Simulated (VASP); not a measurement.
## BaZrO3: single point with revPBE+D3(BJ)

BaZrO3:

```xyz
5
Lattice="4.2055 0.0000 0.0000 0.0000 4.2055 0.0000 0.0000 0.0000 4.2055" Properties=species:S:1:pos:R:3 pbc="T T T"
Ba    0.0000    0.0000    0.0000
Zr    2.1027    2.1027    2.1027
O     2.1027    2.1027    0.0000
O     2.1027    0.0000    2.1027
O     0.0000    2.1027    2.1027
```

- Program: VASP 6.6.1
- Task: single point
- Functional: revPBE
- Dispersion: D3(BJ)
- Potentials or basis: VASP PAW PBE potentials, release 64 (Ba_sv, Zr_sv, O_h)
- Cutoff: 1340 eV
- k mesh: 6 × 6 × 6
- Occupations: fermi-dirac, width 0.05 eV
- Spin: no spin polarisation
- Dipole correction: no
- Further INCAR settings: ALGO = Normal; EDIFF = 1e-06; NBANDS = 28

```yaml
Pressure: 0.9 GPa
Band_gap_on_the_k_mesh: 3.21 eV (least direct gap 3.44 eV)
Dispersion_energy_per_atom: -0.443 eV
```

Levels at points of the mesh, in eV from the valence-band top:
```csv
k point,band 16,band 17,band 18,band 19,band 20,band 21,band 22,band 23,band 24,band 25
"(0.00, 0.00, 0.00)",-0.96,-0.96,-0.23,-0.23,-0.23,3.21,3.21,3.21,4.73,4.73
"(0.50, 0.00, 0.00)",-1.71,-1.71,-1.63,-0.46,-0.46,3.64,5.66,5.66,6.45,6.70
"(0.50, 0.50, 0.00)",-2.35,-0.93,-0.93,-0.80,-0.08,5.63,5.63,6.43,6.46,7.65
"(0.50, 0.50, 0.50)",-2.53,-2.53,0.00,0.00,0.00,5.98,5.98,5.98,6.92,6.92
```

Wall time 2.6 min on 1 thread of Intel(R) Xeon(R) Platinum 8259CL CPU @ 2.50GHz (Skylake/Cascade Lake), on a shared host, peak memory 0.46 GiB.

Caveat: the PAW data sets were made with another functional, which shifts forces and pressure a little; spin-orbit coupling is left out, which moves the levels of the heavy elements. A k mesh can miss the band edges.
